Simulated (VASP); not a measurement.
# Hf (Fd-3m) in VASP: a series of runs, part 2 of 2

VASP 6.6.1. The steps go on from the part before.

### 5 Single point, LDA (volume scaled by 0.96)

INCAR reads:

```
PREC = Accurate
ENCUT = 520
EDIFF = 1E-6
ISMEAR = -1
SIGMA = 0.1
LREAL = F
LASPH = T
NELM = 100
ALGO = Normal
ISIF = 2
LWAVE = F
LCHARG = F
NBANDS = 17
```

KPOINTS reads:

```
Automatic mesh
0
Gamma
  10 10 10
```

POSCAR reads:

```
Hf
1.0
    0.0000000000      3.0707658205      3.0707658205
    3.0707658205      0.0000000000      3.0707658205
    3.0707658205      3.0707658205      0.0000000000
Hf
2
Direct
    0.1250000000      0.1250000000      0.1250000000
    0.8750000000      0.8750000000      0.8750000000
```

Potentials or basis: VASP PAW LDA potentials, release 64 (Hf_pv).

Started as:

```
> cat potpaw_LDA.64/Hf_pv/POTCAR > POTCAR
> mpirun -np 1 vasp_std > vasp.out
```

OUTCAR:

```text
PREC = Accurate
   ENCUT = 520
   EDIFF = 1E-6
   ISMEAR = -1
   LREAL = F
   LASPH = T
   NELM = 100
   ISIF = 2

 ion  position               nearest neighbor table
   1  0.125  0.125  0.125-   2 2.66   2 2.66   2 2.66   2 2.66
   2  0.875  0.875  0.875-   1 2.66   1 2.66   1 2.66   1 2.66

  LATTYP: Found a face centered cubic cell.
 ALAT       =     6.1415316410

  Lattice vectors:

 A1 = (   0.0000000000,   3.0707658205,   3.0707658205)
 A2 = (   3.0707658205,   0.0000000000,   3.0707658205)
 A3 = (   3.0707658205,   3.0707658205,   0.0000000000)

Analysis of symmetry for initial positions (statically):
=====================================================================
 Subroutine PRICEL returns:
 Original cell was already a primitive cell.

 Routine SETGRP: Setting up the symmetry group for a
 face centered cubic supercell.

 Subroutine GETGRP returns: Found 48 space group operations
 (whereof 12 operations were pure point group operations)
 out of a pool of 48 trial point group operations.

The static configuration has the point symmetry D_3d.
 The point group associated with its full space group is O_h .

Analysis of symmetry for dynamics (positions and initial velocities):
=====================================================================
 Subroutine PRICEL returns:
 Original cell was already a primitive cell.

 Routine SETGRP: Setting up the symmetry group for a
 face centered cubic supercell.

 Subroutine GETGRP returns: Found 48 space group operations
 (whereof 12 operations were pure point group operations)
 out of a pool of 48 trial point group operations.

The dynamic configuration has the point symmetry D_3d.
 The point group associated with its full space group is O_h .

 Subroutine INISYM returns: Found 48 space group operations
 (whereof 12 operations are pure point group operations),
 and found     1 'primitive' translations

[... 104 lines left out ...]
   PSTRESS=    0.0 pullay stress
   NELECT =      20.0000    total number of electrons
   NUPDOWN=      -1.0000    fix difference up-down
   EMIN   =  10.00;   EMAX   =-10.00  energy-range for DOS
   EFERMI =   0.00;   METHOD = LEGACY
   ISMEAR =    -1;   SIGMA  =   0.10  broadening in eV -4-tet -1-fermi 0-gaus
   EFERMI_NEDOS =   21; number of points for ismear=-14 and -15
   IALGO  =     38    algorithm
   IMIX   =      4    mixing-type and parameters
     AMIX     =   0.40;   BMIX     =  1.00
     AMIX_MAG =   1.60;   BMIX_MAG =  1.00
  volume/ion in A,a.u.               =      28.96       195.41
  Fermi-wavevector in a.u.,A,eV,Ry     =   1.148581  2.170503 17.949314  1.319237
  Thomas-Fermi vector in A             =   2.285255
   LORBIT       =      0    0 simple, 1 ext, 2 COOP (PROOUT), +10 PAW based schemes
   GGA     = CA    functional components
   LHFCALC =     F    Hartree Fock is set to
   AEXX    =    0.0000 exact exchange contribution
   IVDW    =     0    specifies the selected vdW correction
   LEPSILON=     F    determine dielectric tensor
   LRPA    =     F    only Hartree local field effects (RPA)
 non-spin polarized calculation
  energy-cutoff  :      520.00
  volume of cell :       57.91
 maximum number of plane-waves:      1588
   NGX = 17   NGY = 17   NGZ = 17

 number of electron      20.0000004 magnetization

 Free energy of the ion-electron system (eV)
  ---------------------------------------------------
  ext. energy  EPLUGINS =         0.00000000
  ---------------------------------------------------
  free energy    TOTEN  =       -16.00626044 eV

  energy without entropy =      -15.86566147  energy(sigma->0) =      -15.93596095

 E-fermi :   2.4098     XC(G=0): -10.0119

 val. band max:        2.4054912185   @ k =   0.4000   0.2000   0.0000
 cond. band min:       2.4111935143   @ k =  -0.2000   0.1000   0.0000
 fundamental gap:      0.0057022958
 Fermi energy:         2.4098343648

 k-point     1 :       0.0000    0.0000    0.0000
  band No.  band energies     occupation
      1     -28.4114      2.00000
      2     -28.4114      2.00000
      3     -28.4114      2.00000
      4     -27.4319      2.00000
      5     -27.4319      2.00000
      6     -27.4319      2.00000
[... 457 lines left out ...]
      4     -27.7106      2.00000
      5     -27.2348      2.00000
      6     -27.2271      2.00000
[... 9 lines left out ...]
     16       6.5365      0.00000
     17       9.0555      0.00000

 [... further k-points ...]
[... 5 lines left out ...]
  --------------------------------------------------------------------------------------
  -------------------------------------------------------------------------------------
  Total        0.4010912      0.4010912      0.4010912      0.0000000      0.0000000      0.0000000
  in kB       11.0964398     11.0964398     11.0964398      0.0000000      0.0000000      0.0000000
  external PRESSURE =      11.0964398 kB  Pullay stress =       0.0000000 kB

 VOLUME and BASIS-vectors are now :
 -----------------------------------------------------------------------------
  energy-cutoff  :      520.00
  volume of cell :       57.91
      direct lattice vectors                 reciprocal lattice vectors
     0.000000000  3.070765821  3.070765821    -0.162825832  0.162825832  0.162825832
     3.070765821  0.000000000  3.070765821     0.162825832 -0.162825832  0.162825832
     3.070765821  3.070765821  0.000000000     0.162825832  0.162825832 -0.162825832

 POSITION                                       TOTAL-FORCE (eV/Angst)
 -----------------------------------------------------------------------------------
      0.76769      0.76769      0.76769        -0.000000      0.000000      0.000000
      5.37384      5.37384      5.37384         0.000000     -0.000000      0.000000
 -----------------------------------------------------------------------------------
    total drift:                                0.000000      0.000000     -0.000000

  FREE ENERGIE OF THE ION-ELECTRON SYSTEM (eV)
  ---------------------------------------------------
  free  energy   TOTEN  =       -16.0062604364 eV

  energy  without entropy=      -15.8656614717  energy(sigma->0) =      -15.93596095
```

stdout:

```text
POSCAR found type information on POSCAR Hf
 POSCAR found :  1 types and       2 ions
 scaLAPACK will be used
 LDA part: xc-table for (Slater(with rela. corr.)+CA(PZ))
 , standard interpolation
 POSCAR, INCAR and KPOINTS ok, starting setup
 FFT: planning ... GRIDC
 FFT: planning ... GRID_SOFT
 FFT: planning ... GRID
 WAVECAR not read
 entering main loop
```

Wall time 14 s (1 thread of Intel Xeon 6975P-C (Granite Rapids), shared host); peak memory 0.17 GiB.

Results:

* Free energy: -16.0063 eV
* Pressure: 1.1 GPa
* Band gap on the k mesh: zero (band 10 reaches 2.71 eV, above the bottom of band 11 at 2.20 eV)

Levels at points of the mesh, in eV from the Fermi level:
| k point | band 6 | band 7 | band 8 | band 9 | band 10 | band 11 | band 12 | band 13 | band 14 | band 15 |
| --- | --- | --- | --- | --- | --- | --- | --- | --- | --- | --- |
| (0.00, 0.00, 0.00) | -29.84 | -5.49 | -0.70 | -0.70 | 0.17 | 0.17 | 0.17 | 2.39 | 2.39 | 2.39 |
| (0.50, 0.00, 0.00) | -29.72 | -2.96 | -1.15 | -0.63 | -0.63 | 0.09 | 0.09 | 0.28 | 3.70 | 3.70 |
| (0.50, 0.50, 0.00) | -29.60 | -1.84 | -1.84 | -0.73 | -0.73 | 0.21 | 0.21 | 2.23 | 2.23 | 4.36 |

Caveat: spin-orbit coupling is left out, which moves the levels of the heavy elements.

### 6 The runs side by side

| cell | k mesh | gap on the mesh (eV) | pressure (GPa) |
| --- | --- | --- | --- |
| a = 4.402 Å, angles 60.0°, 2 atoms | 9 × 9 × 9 | none | -0.3 |
| a = 4.219 Å, angles 60.0°, 2 atoms | 10 × 10 × 10 | none | 4.7 |
| a = 4.282 Å, angles 60.0°, 2 atoms | 10 × 10 × 10 | none | 2.7 |
| a = 4.343 Å, angles 60.0°, 2 atoms | 10 × 10 × 10 | none | 1.1 |

Alike in all rows: task single point; level LDA; potentials or basis VASP PAW LDA potentials, release 64 (Hf_pv); no spin polarisation; cutoff (eV) 520; smearing fermi-dirac 0.1 eV.

Caveats: spin-orbit coupling is left out, which moves the levels of the heavy elements.

Absolute energies hang on the potentials; compare differences alone.
